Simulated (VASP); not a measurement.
# LiTaO2 (P6/mmm) in VASP: a series of runs

LiTaO2 is run at these levels: PBE; tasks: single point, relaxation of cell and atoms.

Everything below comes from runs of VASP 6.6.1. Logs are shortened: lines on timing, memory, paths and dates and some standing lists are left out, and cuts for length are marked.

## (1) The cell of the first run

Symmetry: P6/mmm, No. 191, hexagonal system. Conventional cell: a = 3.310 Å, b = 3.310 Å, c = 5.263 Å, α = 90.00°, β = 90.00°, γ = 120.00°. Li (site symmetry 6/mmm) has 2 Ta at 2.63 Å and 12 O at 3.25 Å and 6 Li at 3.31 Å within 3.5 Å. Within 2.5 Å of Ta (site symmetry 6/mmm) lie 6 O at 1.91 Å. Within 2.5 Å of O (site symmetry -6m2) lie 3 Ta at 1.91 Å and 3 O at 1.91 Å.

The cell was built from a structure type or drawn by symmetry, and may not be a known phase.

## (2) Single point, PBE

INCAR

```
SYSTEM = LiTaO2
PREC = Accurate
ENCUT = 520
EDIFF = 1E-6
ISMEAR = 0
SIGMA = 0.1
LREAL = .False.
LASPH = .True.
NELM = 60
ALGO = Normal
ISIF = 2
LWAVE = .False.
LCHARG = .True.
GGA = PE
LELF = .True.
LVHAR = .True.
NBANDS = 21
```

KPOINTS

```
regular mesh
0
Gamma
  6 6 4
  0 0 0
```

POSCAR

```
LiTaO2
1.0
    3.3102849000      0.0000000000      0.0000000000
   -1.6551424500      2.8667908200      0.0000000000
    0.0000000000      0.0000000000      5.2627886900
Li Ta O
1 1 2
Direct
    0.0000000000      0.0000000000      0.5000000000
    0.0000000000      0.0000000000      0.0000000000
    0.3333333300      0.6666666700      0.0000000000
    0.6666666700      0.3333333300      0.0000000000
```

Potentials or basis: VASP PAW PBE potentials, release 64 (Li_sv, Ta_pv, O).

Command:

```sh
> cat potpaw_PBE.64/Li_sv/POTCAR potpaw_PBE.64/Ta_pv/POTCAR potpaw_PBE.64/O/POTCAR > POTCAR
> mpirun -np 1 vasp_std > vasp.out
```

OUTCAR:

```text
SYSTEM = LiTaO2
   PREC = Accurate
   ENCUT = 520
   EDIFF = 1E-6
   ISMEAR = 0
   LREAL = .False.
   LASPH = .True.
   NELM = 60
   ISIF = 2
   GGA = PE

 ion  position               nearest neighbor table
   1  0.000  0.000  0.500-   2 2.63   2 2.63
   2  0.000  0.000  0.000-   3 1.91   4 1.91   4 1.91   3 1.91   4 1.91   3 1.91   1 2.63   1 2.63

   3  0.333  0.667  0.000-   2 1.91   4 1.91   4 1.91   2 1.91   2 1.91   4 1.91
   4  0.667  0.333  0.000-   3 1.91   2 1.91   3 1.91   2 1.91   2 1.91   3 1.91

  LATTYP: Found a hexagonal cell.
 ALAT       =     3.3102849000
 C/A-ratio  =     1.5898295310

  Lattice vectors:

 A1 = (   3.3102849000,   0.0000000000,   0.0000000000)
 A2 = (  -1.6551424500,   2.8667908200,   0.0000000000)
 A3 = (   0.0000000000,   0.0000000000,   5.2627886900)

Analysis of symmetry for initial positions (statically):
=====================================================================
 Subroutine PRICEL returns:
 Original cell was already a primitive cell.

 Routine SETGRP: Setting up the symmetry group for a
 hexagonal supercell.

 Subroutine GETGRP returns: Found 24 space group operations
 (whereof 24 operations were pure point group operations)
 out of a pool of 24 trial point group operations.

The static configuration has the point symmetry D_6h.

Analysis of symmetry for dynamics (positions and initial velocities):
=====================================================================
 Subroutine PRICEL returns:
 Original cell was already a primitive cell.

 Routine SETGRP: Setting up the symmetry group for a
 hexagonal supercell.

 Subroutine GETGRP returns: Found 24 space group operations
 (whereof 24 operations were pure point group operations)
 out of a pool of 24 trial point group operations.

The dynamic configuration has the point symmetry D_6h.

 Subroutine INISYM returns: Found 24 space group operations
 (whereof 24 operations are pure point group operations),
 and found     1 'primitive' translations

----------------------------------------------------------------------------------------

                                     Primitive cell

  volume of cell :      49.9433

  direct lattice vectors                    reciprocal lattice vectors
     3.310284900  0.000000000  0.000000000     0.302088802  0.174411051  0.000000000
    -1.655142450  2.866790820  0.000000000     0.000000000  0.348822102  0.000000000
[... 85 lines left out ...]
   EDIFF  = 0.1E-05   stopping-criterion for ELM
   LREAL  =      F    real-space projection
   EDIFFG = 0.1E-04   stopping-criterion for IOM
   NSW    =      0    number of steps for IOM
   IBRION =     -1    ionic relax: 0-MD 1-quasi-New 2-CG
   NFREE  =      0    steps in history (QN), initial steepest desc. (CG)
   ISIF   =      2    stress and relaxation
   ISYM   =      2    0-nonsym 1-usesym 2-fastsym
   POTIM  = 0.5000    time-step for ionic-motion
   TEBEG  =    0.0;   TEEND  =   0.0 temperature during run
   PSTRESS=    0.0 pullay stress
   NELECT =      26.0000    total number of electrons
   NUPDOWN=      -1.0000    fix difference up-down
   EMIN   =  10.00;   EMAX   =-10.00  energy-range for DOS
   EFERMI =   0.00;   METHOD = LEGACY
   ISMEAR =     0;   SIGMA  =   0.10  broadening in eV -4-tet -1-fermi 0-gaus
   EFERMI_NEDOS =   21; number of points for ismear=-14 and -15
   IALGO  =     38    algorithm
   IMIX   =      4    mixing-type and parameters
     AMIX     =   0.40;   BMIX     =  1.00
     AMIX_MAG =   1.60;   BMIX_MAG =  1.00
  volume/ion in A,a.u.               =      12.49        84.26
  Fermi-wavevector in a.u.,A,eV,Ry     =   1.316963  2.488699 23.597823  1.734391
  Thomas-Fermi vector in A             =   2.447038
   LORBIT       =      0    0 simple, 1 ext, 2 COOP (PROOUT), +10 PAW based schemes
   GGA     = PE    functional components
   LHFCALC =     F    Hartree Fock is set to
   AEXX    =    0.0000 exact exchange contribution
   IVDW    =     0    specifies the selected vdW correction
   LEPSILON=     F    determine dielectric tensor
   LRPA    =     F    only Hartree local field effects (RPA)
 non-spin polarized calculation
 Gauss-broadening in eV      SIGMA  =   0.10
  energy-cutoff  :      520.00
  volume of cell :       49.94
 maximum number of plane-waves:      1363
 NGX is ok and might be reduce to    28
   NGX = 13   NGY = 13   NGZ = 19

 number of electron      25.9999988 magnetization

 Free energy of the ion-electron system (eV)
  ---------------------------------------------------
  ext. energy  EPLUGINS =         0.00000000
  ---------------------------------------------------
  free energy    TOTEN  =       -24.77062035 eV

  energy without entropy =      -24.76870469  energy(sigma->0) =      -24.76966252

 E-fermi :   4.5665     XC(G=0): -10.0987

 val. band max:        4.3517235450   @ k =   0.0000   0.0000   0.5000
 cond. band min:       4.6672533755   @ k =   0.1667   0.1667   0.5000
 fundamental gap:      0.3155298305
 Fermi energy:         4.5665205224

 k-point     1 :       0.0000    0.0000    0.0000
  band No.  band energies     occupation
      1     -42.7086      2.00000
      2     -30.2902      2.00000
      3     -30.2029      2.00000
      4     -30.2029      2.00000
      5     -18.5921      2.00000
      6     -11.9255      2.00000
[... 493 lines left out ...]
     20      11.2523      0.00000
     21      12.3051      0.00000

------------------------ aborting loop because EDIFF is reached ----------------------------------------

  FORCE on cell =-STRESS in cart. coord.  units (eV):
  Direction    XX          YY          ZZ          XY          YZ          ZX
  --------------------------------------------------------------------------------------
  -------------------------------------------------------------------------------------
  Total       34.3822141     34.3822141      4.1696668      0.0000000      0.0000000      0.0000000
  in kB     1102.9786638   1102.9786659    133.7625770      0.0000000      0.0000000      0.0000000
  external PRESSURE =     779.9066356 kB  Pullay stress =       0.0000000 kB

 VOLUME and BASIS-vectors are now :
 -----------------------------------------------------------------------------
  energy-cutoff  :      520.00
  volume of cell :       49.94
      direct lattice vectors                 reciprocal lattice vectors
     3.310284900  0.000000000  0.000000000     0.302088802  0.174411051  0.000000000
    -1.655142450  2.866790820  0.000000000     0.000000000  0.348822102  0.000000000
     0.000000000  0.000000000  5.262788690     0.000000000  0.000000000  0.190013329

 POSITION                                       TOTAL-FORCE (eV/Angst)
 -----------------------------------------------------------------------------------
      0.00000      0.00000      2.63139        -0.000000      0.000000      0.000000
      0.00000      0.00000      0.00000        -0.000000      0.000000      0.000000
     -0.00000      1.91119      0.00000         0.000000      0.000000      0.000000
      1.65514      0.95560      0.00000        -0.000000     -0.000000      0.000000
 -----------------------------------------------------------------------------------
    total drift:                                0.000000      0.000000     -0.000000

  FREE ENERGIE OF THE ION-ELECTRON SYSTEM (eV)
  ---------------------------------------------------
  free  energy   TOTEN  =       -24.7706203467 eV

  energy  without entropy=      -24.7687046851  energy(sigma->0) =      -24.76966252
```

stdout:

```text
POSCAR found type information on POSCAR LiTaO
 POSCAR found :  3 types and       4 ions
 scaLAPACK will be used
 LDA part: xc-table for (Slater+PW92), standard interpolation
 POSCAR, INCAR and KPOINTS ok, starting setup
 FFT: planning ... GRIDC
 FFT: planning ... GRID_SOFT
 FFT: planning ... GRID
 WAVECAR not read
 entering main loop
```

Run time: 30 s. Hardware: 1 thread of Intel Xeon 8259CL, shared host; peak memory 0.19 GiB.

Results:

```yaml
Free_energy: -24.7706 eV
Band_gap_on_the_k_mesh: zero (bands 13 and 14 overlap by 0.57 eV)
```

Levels at points of the mesh, in eV from the Fermi level:
| k point | band 11 | band 12 | band 13 | band 14 | band 15 | band 16 |
| --- | --- | --- | --- | --- | --- | --- |
| (0.00, 0.00, 0.00) | -2.04 | -0.22 | -0.22 | 1.74 | 1.74 | 2.86 |
| (0.50, 0.00, 0.00) | -4.05 | -1.77 | -1.09 | 0.39 | 0.85 | 4.02 |
| (0.00, 0.00, 0.50) | -2.05 | -0.69 | -0.21 | -0.21 | 1.63 | 1.63 |
| (0.50, 0.00, 0.50) | -4.05 | -1.76 | -1.05 | 0.66 | 1.47 | 2.80 |

Caveat: the k points lie up to 0.37 Å⁻¹ apart, too coarse for converged energies and pressures of a metal; the cutoff is under 1.25 times the usual one of these potentials, so pressure, stress and relaxed cells hold a basis-set (Pulay) error; spin-orbit coupling is left out, which moves the levels of the heavy elements.

## (3) Single point, PBE

This run uses another cell than the first one, of 16.87 Å³/atom.

INCAR

```
  PREC = Accurate
  ENCUT = 520
  EDIFF = 1E-7
  ISMEAR = 0
  SIGMA = 0.1
  LREAL = False
  LASPH = True
  NELM = 80
  ALGO = Normal
  ISIF = 2
  LWAVE = False
  LCHARG = False
  GGA = PE
  NBANDS = 21
```

KPOINTS

```
Automatic mesh
0
Gamma
  6 6 4
```

POSCAR

```
LiTaO2
1.0
    3.6936345969      0.0000000000      0.0000000000
   -1.8468172985      3.1987813932      0.0000000000
    0.0000000000      0.0000000000      5.7103624863
Li Ta O
1 1 2
Direct
    0.0000000000      0.0000000000      0.5000000000
    0.0000000000      0.0000000000      0.0000000000
    0.3333333333      0.6666666667      0.0000000000
    0.6666666667      0.3333333333      0.0000000000
```

Potentials or basis: VASP PAW PBE potentials, release 64 (Li_sv, Ta_pv, O).

Command:

```sh
> cat potpaw_PBE.64/Li_sv/POTCAR potpaw_PBE.64/Ta_pv/POTCAR potpaw_PBE.64/O/POTCAR > POTCAR
> mpirun -np 1 vasp_std > vasp.out
```

It took 45 s on 1 thread of Intel Xeon 8259CL, shared host; peak memory 0.19 GiB.

The run converged. Its results:

```yaml
Free_energy: -28.2856 eV
Band_gap_on_the_k_mesh: zero (bands 13 and 14 overlap by 0.11 eV)
```

Levels at points of the mesh, in eV from the Fermi level:
| k point | band 10 | band 11 | band 12 | band 13 | band 14 | band 15 | band 16 | band 17 |
| --- | --- | --- | --- | --- | --- | --- | --- | --- |
| (0.00, 0.00, 0.00) | -2.80 | -1.42 | -0.89 | -0.89 | 1.36 | 1.36 | 2.81 | 2.93 |
| (0.50, 0.00, 0.00) | -2.90 | -2.78 | -1.59 | -0.96 | 0.89 | 1.12 | 3.37 | 3.42 |
| (0.00, 0.00, 0.50) | -1.80 | -1.42 | -0.89 | -0.89 | -0.14 | 1.28 | 1.28 | 6.01 |
| (0.50, 0.00, 0.50) | -2.90 | -2.84 | -1.58 | -0.84 | 0.76 | 1.82 | 2.24 | 3.78 |

Caveat: the cutoff is under 1.25 times the usual one of these potentials, so pressure, stress and relaxed cells hold a basis-set (Pulay) error; spin-orbit coupling is left out, which moves the levels of the heavy elements.

(Part 1 of 2 ends here.)
